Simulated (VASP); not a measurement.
# Co (Fm-3m) in VASP: a series of runs

Aim: see how the results for Co move with the level of theory and the settings. Levels: PBE, HSE06. Tasks: single point.

All numbers are computed with VASP 6.6.1; they aren't measurements. Logs are shortened: lines on timing, memory, paths and dates and some standing lists are left out, and cuts for length are marked.

**1. The cell of the first run**

Symmetry: Fm-3m, No. 225, cubic system. Conventional cell: a = 3.450 Å, b = 3.450 Å, c = 3.450 Å, α = 90.00°, β = 90.00°, γ = 90.00°. Co (site symmetry m-3m) has 12 Co at 2.44 Å within 3.2 Å.

This isn't the form of Co at room conditions, which is hcp.

**2. Single point, PBE**

The input, INCAR:

```
SYSTEM = Co
PREC     = Accurate       ! precision mode
ENCUT    = 520            ! plane-wave cutoff, eV
EDIFF    = 1E-6           ! SCF threshold, eV
ISMEAR   = -1             ! smearing method
SIGMA    = 0.1            ! smearing width, eV
LREAL    = .FALSE.        ! projectors in reciprocal space
LASPH    = .TRUE.         ! aspherical terms in the spheres
NELM     = 80             ! most SCF steps
ALGO     = Normal         ! electronic algorithm
ISIF     = 2              ! what is computed and relaxed
LWAVE    = .FALSE.        ! write WAVECAR
LCHARG   = .TRUE.         ! write CHGCAR
GGA      = PE             ! functional
LELF     = .TRUE.         ! ELF
LVHAR    = .TRUE.       
NBANDS   = 10             ! bands
```

The input, KPOINTS:

```
regular mesh
0
G
  12 12 12
  0 0 0
```

The input, POSCAR:

```
Co
1.0
    0.0000000000      1.7250000000      1.7250000000
    1.7250000000      0.0000000000      1.7250000000
    1.7250000000      1.7250000000      0.0000000000
Co
1
Direct
    0.0000000000      0.0000000000      0.0000000000
```

Potentials or basis: VASP PAW PBE potentials, release 64 (Co).

The run is started by

```
> cat potpaw_PBE.64/Co/POTCAR > POTCAR
> mpirun -np 1 vasp_std > vasp.out
```

OUTCAR:

```text
SYSTEM = Co
   PREC = Accurate
   ENCUT = 520
   EDIFF = 1E-6
   ISMEAR = -1
   LREAL = .FALSE.
   LASPH = .TRUE.
   NELM = 80
   ISIF = 2
   GGA = PE

 ion  position               nearest neighbor table
   1  0.000  0.000  0.000-

  LATTYP: Found a face centered cubic cell.
 ALAT       =     3.4500000000

  Lattice vectors:

 A1 = (   0.0000000000,   1.7250000000,   1.7250000000)
 A2 = (   1.7250000000,   0.0000000000,   1.7250000000)
 A3 = (   1.7250000000,   1.7250000000,   0.0000000000)

Analysis of symmetry for initial positions (statically):
=====================================================================
 Subroutine PRICEL returns:
 Original cell was already a primitive cell.

 Routine SETGRP: Setting up the symmetry group for a
 face centered cubic supercell.

 Subroutine GETGRP returns: Found 48 space group operations
 (whereof 48 operations were pure point group operations)
 out of a pool of 48 trial point group operations.

The static configuration has the point symmetry O_h .

Analysis of symmetry for dynamics (positions and initial velocities):
=====================================================================
 Subroutine PRICEL returns:
 Original cell was already a primitive cell.

 Routine SETGRP: Setting up the symmetry group for a
 face centered cubic supercell.

 Subroutine GETGRP returns: Found 48 space group operations
 (whereof 48 operations were pure point group operations)
 out of a pool of 48 trial point group operations.

The dynamic configuration has the point symmetry O_h .

 Subroutine INISYM returns: Found 48 space group operations
 (whereof 48 operations are pure point group operations),
 and found     1 'primitive' translations

----------------------------------------------------------------------------------------

                                     Primitive cell

  volume of cell :      10.2659

  direct lattice vectors                    reciprocal lattice vectors
     0.000000000  1.725000000  1.725000000    -0.289855072  0.289855072  0.289855072
     1.725000000  0.000000000  1.725000000     0.289855072 -0.289855072  0.289855072
     1.725000000  1.725000000  0.000000000     0.289855072  0.289855072 -0.289855072

  length of vectors
     2.439518395  2.439518395  2.439518395     0.502043712  0.502043712  0.502043712

  position of ions in fractional coordinates (direct lattice)
     0.000000000  0.000000000  0.000000000

  ion indices of the primitive-cell ions
   primitive index   ion index
[... 72 lines left out ...]
   NELM   =     80;   NELMIN=  2; NELMDL= -5     # of ELM steps
   EDIFF  = 0.1E-05   stopping-criterion for ELM
   LREAL  =      F    real-space projection
   EDIFFG = 0.1E-04   stopping-criterion for IOM
   NSW    =      0    number of steps for IOM
   IBRION =     -1    ionic relax: 0-MD 1-quasi-New 2-CG
   NFREE  =      0    steps in history (QN), initial steepest desc. (CG)
   ISIF   =      2    stress and relaxation
   ISYM   =      2    0-nonsym 1-usesym 2-fastsym
   POTIM  = 0.5000    time-step for ionic-motion
   TEBEG  =    0.0;   TEEND  =   0.0 temperature during run
   PSTRESS=    0.0 pullay stress
   NELECT =       9.0000    total number of electrons
   NUPDOWN=      -1.0000    fix difference up-down
   EMIN   =  10.00;   EMAX   =-10.00  energy-range for DOS
   EFERMI =   0.00;   METHOD = LEGACY
   ISMEAR =    -1;   SIGMA  =   0.10  broadening in eV -4-tet -1-fermi 0-gaus
   EFERMI_NEDOS =   21; number of points for ismear=-14 and -15
   IALGO  =     38    algorithm
   IMIX   =      4    mixing-type and parameters
     AMIX     =   0.40;   BMIX     =  1.00
     AMIX_MAG =   1.60;   BMIX_MAG =  1.00
  volume/ion in A,a.u.               =      10.27        69.28
  Fermi-wavevector in a.u.,A,eV,Ry     =   1.566835  2.960889 33.401916  2.454972
  Thomas-Fermi vector in A             =   2.669104
   LORBIT       =      0    0 simple, 1 ext, 2 COOP (PROOUT), +10 PAW based schemes
   GGA     = PE    functional components
   LHFCALC =     F    Hartree Fock is set to
   AEXX    =    0.0000 exact exchange contribution
   IVDW    =     0    specifies the selected vdW correction
   LEPSILON=     F    determine dielectric tensor
   LRPA    =     F    only Hartree local field effects (RPA)
 non-spin polarized calculation
  energy-cutoff  :      520.00
  volume of cell :       10.27
 maximum number of plane-waves:       291
   NGX =  9   NGY =  9   NGZ =  9

 number of electron       8.9999993 magnetization

 Free energy of the ion-electron system (eV)
  ---------------------------------------------------
  ext. energy  EPLUGINS =         0.00000000
  ---------------------------------------------------
  free energy    TOTEN  =        -6.87752650 eV

  energy without entropy =       -6.80296294  energy(sigma->0) =       -6.84024472

 E-fermi :  10.9238     XC(G=0): -13.7521

 val. band max:       10.8941379805   @ k =  -0.4167   0.4167   0.0000
 cond. band min:      10.9247788453   @ k =   0.3333   0.0833   0.0000
 fundamental gap:      0.0306408648
 Fermi energy:        10.9238263310

 k-point     1 :       0.0000    0.0000    0.0000
  band No.  band energies     occupation
      1       1.8162      2.00000
      2       9.0100      2.00000
      3       9.0100      2.00000
      4       9.0100      2.00000
      5      10.3663      1.99245
      6      10.3663      1.99245
      7      34.4978      0.00000
      8      39.5107      0.00000
      9      39.5107      0.00000
     10      39.5107      0.00000
[... 287 lines left out ...]
 k-point    24 :      -0.4167    0.1667    0.0000
  band No.  band energies     occupation
      1       6.7086      2.00000
      2       8.3450      2.00000
      3       9.1240      2.00000
      4       9.4020      2.00000
      5      11.1150      0.25746
      6      13.9741      0.00000
      7      18.5690      0.00000
      8      28.7875      0.00000
      9      33.9087      0.00000
     10      34.6083      0.00000

 [... further k-points ...]
[... 5 lines left out ...]
  --------------------------------------------------------------------------------------
  -------------------------------------------------------------------------------------
  Total        0.0574346      0.0574346      0.0574346      0.0000000      0.0000000      0.0000000
  in kB        8.9636902      8.9636902      8.9636902      0.0000000      0.0000000      0.0000000
  external PRESSURE =       8.9636902 kB  Pullay stress =       0.0000000 kB

 VOLUME and BASIS-vectors are now :
 -----------------------------------------------------------------------------
  energy-cutoff  :      520.00
  volume of cell :       10.27
      direct lattice vectors                 reciprocal lattice vectors
     0.000000000  1.725000000  1.725000000    -0.289855072  0.289855072  0.289855072
     1.725000000  0.000000000  1.725000000     0.289855072 -0.289855072  0.289855072
     1.725000000  1.725000000  0.000000000     0.289855072  0.289855072 -0.289855072

 POSITION                                       TOTAL-FORCE (eV/Angst)
 -----------------------------------------------------------------------------------
      0.00000      0.00000      0.00000        -0.000000      0.000000     -0.000000
 -----------------------------------------------------------------------------------
    total drift:                                0.000000     -0.000000     -0.000000

  FREE ENERGIE OF THE ION-ELECTRON SYSTEM (eV)
  ---------------------------------------------------
  free  energy   TOTEN  =        -6.8775265026 eV

  energy  without entropy=       -6.8029629443  energy(sigma->0) =       -6.84024472
```

OSZICAR:

```text
N       E                     dE             d eps       ncg     rms          rms(c)
DAV:   1     0.219742487673E+02    0.21974E+02   -0.41663E+03  1448   0.107E+03
DAV:   2    -0.745168905576E+01   -0.29426E+02   -0.27947E+02  1474   0.155E+02
DAV:   3    -0.815695360638E+01   -0.70526E+00   -0.70271E+00  1616   0.300E+01
DAV:   4    -0.816485779088E+01   -0.79042E-02   -0.79023E-02  1662   0.276E+00
DAV:   5    -0.816509695656E+01   -0.23917E-03   -0.23916E-03  1698   0.407E-01    0.106E+01
DAV:   6    -0.709959119052E+01    0.10655E+01   -0.14588E+01  1578   0.569E+01    0.350E+00
DAV:   7    -0.689791637168E+01    0.20167E+00   -0.16275E+00  1592   0.183E+01    0.133E+00
DAV:   8    -0.688046183939E+01    0.17455E-01   -0.22282E-02  2076   0.159E+00    0.440E-01
DAV:   9    -0.687751912145E+01    0.29427E-02   -0.25884E-03  2086   0.358E-01    0.711E-02
DAV:  10    -0.687752836695E+01   -0.92455E-05   -0.15911E-05  1588   0.576E-02    0.289E-02
DAV:  11    -0.687752623865E+01    0.21283E-05   -0.87069E-07  1008   0.941E-03    0.328E-03
DAV:  12    -0.687752650259E+01   -0.26394E-06   -0.53401E-08   748   0.310E-03
   1 F= -.68775265E+01 E0= -.68402447E+01  d E =-.745636E-01
```

Wall time 11 s (1 thread of Intel Xeon 8259CL, shared host); peak memory 0.12 GiB.

What came out:

```yaml
Free_energy: -6.8775 eV
Pressure: 0.9 GPa
Band_gap_on_the_k_mesh: zero (an odd number of electrons rules out a gap without spin polarisation)
```

Levels at points of the mesh, in eV from the Fermi level:
| k point | band 1 | band 2 | band 3 | band 4 | band 5 | band 6 | band 7 | band 8 |
| --- | --- | --- | --- | --- | --- | --- | --- | --- |
| (0.00, 0.00, 0.00) | -9.11 | -1.91 | -1.91 | -1.91 | -0.56 | -0.56 | 23.57 | 28.59 |
| (0.50, 0.00, 0.00) | -4.86 | -1.98 | -1.98 | -0.11 | 0.36 | 0.36 | 7.27 | 22.15 |
| (0.50, 0.50, 0.00) | -4.83 | -4.16 | 0.34 | 0.59 | 0.59 | 2.85 | 10.78 | 15.78 |

Caveat: the run has no spin polarisation, though such a crystal can be magnetic. Spin polarisation is off, so any magnetic state and its effect on volume and gap are missing.

**3. Single point, HSE06**

This run uses another cell than the first one, of 9.44 Å³/atom.

The input, POSCAR:

```
Co
1.0
    0.0000000000      1.6777157252      1.6777157252
    1.6777157252      0.0000000000      1.6777157252
    1.6777157252      1.6777157252      0.0000000000
Co
1
Direct
    0.0000000000      0.0000000000      0.0000000000
```

The input, INCAR.step1:

```
  ALGO = Normal
  EDIFF = 1E-5
  ENCUT = 520
  GGA = PE
  ISIF = 2
  ISMEAR = -1
  LASPH = True
  LCHARG = False
  LREAL = False
  LWAVE = True
  NBANDS = 10
  NELM = 100
  PREC = Accurate
  SIGMA = 0.1
```

The input, INCAR.step2:

```
  ALGO = Normal
  EDIFF = 1E-6
  ENCUT = 520
  GGA = PE
  HFSCREEN = 0.2079
  ISIF = 2
  ISMEAR = -1
  ISTART = 1
  LASPH = True
  LCHARG = False
  LHFCALC = True
  LREAL = False
  LWAVE = False
  NBANDS = 10
  NELM = 100
  PREC = Accurate
  PRECFOCK = Normal
  SIGMA = 0.1
```

The input, KPOINTS:

```
k-points
0
Gamma
  6 6 6
```

Potentials or basis: VASP PAW PBE potentials, release 64 (Co).

The run is started by

```
> cat potpaw_PBE.64/Co/POTCAR > POTCAR
> cp INCAR.step1 INCAR
> mpirun -np 1 vasp_std > vasp.out
> cp INCAR.step2 INCAR
> mpirun -np 1 vasp_std > vasp.out
```

Run time: 8.7 min. Hardware: 1 thread of Intel Xeon 8259CL, shared host; peak memory 0.22 GiB.

Results (log left out):

| Item | Value |
| --- | --- |
| Free energy | -7.9435 eV |
| Pressure | 17.8 GPa |
| Band gap on the k mesh | zero (an odd number of electrons rules out a gap without spin polarisation) |

Levels at points of the mesh, in eV from the Fermi level:
```tsv
k point	band 2	band 3	band 4	band 5	band 6	band 7
(0.00, 0.00, 0.00)	-2.50	-2.50	-2.50	-1.85	-1.85	25.87
(0.50, 0.00, 0.00)	-3.25	-3.25	0.16	0.60	0.60	9.62
(0.50, 0.50, 0.00)	-5.40	-0.69	1.43	1.43	3.66	13.02
```

Caveat: the k points lie up to 0.54 Å⁻¹ apart, too coarse for converged energies and pressures of a metal; the PAW data sets were made with another functional, which shifts forces and pressure a little; the run has no spin polarisation, though such a crystal can be magnetic. Spin polarisation is off, so any magnetic state and its effect on volume and gap are missing.

**4. Single point, HSE06**

This run uses another cell than the first one, of 9.44 Å³/atom.

POSCAR is that of step 3.

The input, INCAR.step1:

```
SYSTEM = Co
PREC = Accurate
ENCUT = 520
EDIFF = 1E-5
ISMEAR = -1
SIGMA = 0.1
LREAL = .FALSE.
LASPH = .TRUE.
NELM = 80
ALGO = Normal
ISIF = 2
LWAVE = .TRUE.
LCHARG = .FALSE.
GGA = PE
NBANDS = 10
```

The input, INCAR.step2:

```
SYSTEM = Co
PREC = Accurate
ENCUT = 520
EDIFF = 1E-7
ISMEAR = -1
SIGMA = 0.1
LREAL = .FALSE.
LASPH = .TRUE.
NELM = 80
ALGO = Normal
ISIF = 2
LWAVE = .FALSE.
LCHARG = .FALSE.
GGA = PE
LHFCALC = .TRUE.
HFSCREEN = 0.2079
PRECFOCK = Normal
ISTART = 1
NBANDS = 10
```

The input, KPOINTS:

```
Automatic mesh
0
G
  6 6 6
  0 0 0
```

The run is started by

```
> cat potpaw_PBE.64/Co/POTCAR > POTCAR
> cp INCAR.step1 INCAR
> mpirun -np 1 vasp_std > vasp.out
> cp INCAR.step2 INCAR
> mpirun -np 1 vasp_std > vasp.out
```

Run time: 10 min. Hardware: 1 thread of Intel Xeon 8259CL, shared host; peak memory 0.22 GiB.

The run converged. Its results:

* Free energy: -7.9435 eV
* Pressure: 17.8 GPa
* Band gap on the k mesh: zero (an odd number of electrons rules out a gap without spin polarisation)

Levels at points of the mesh, in eV from the Fermi level:
| k point | band 2 | band 3 | band 4 | band 5 | band 6 | band 7 |
| --- | --- | --- | --- | --- | --- | --- |
| (0.00, 0.00, 0.00) | -2.50 | -2.50 | -2.50 | -1.85 | -1.85 | 25.87 |
| (0.50, 0.00, 0.00) | -3.25 | -3.25 | 0.16 | 0.60 | 0.60 | 9.62 |
| (0.50, 0.50, 0.00) | -5.40 | -0.69 | 1.43 | 1.43 | 3.66 | 13.02 |

Caveat: the k points lie up to 0.54 Å⁻¹ apart, too coarse for converged energies and pressures of a metal; the PAW data sets were made with another functional, which shifts forces and pressure a little; the run has no spin polarisation, though such a crystal can be magnetic.
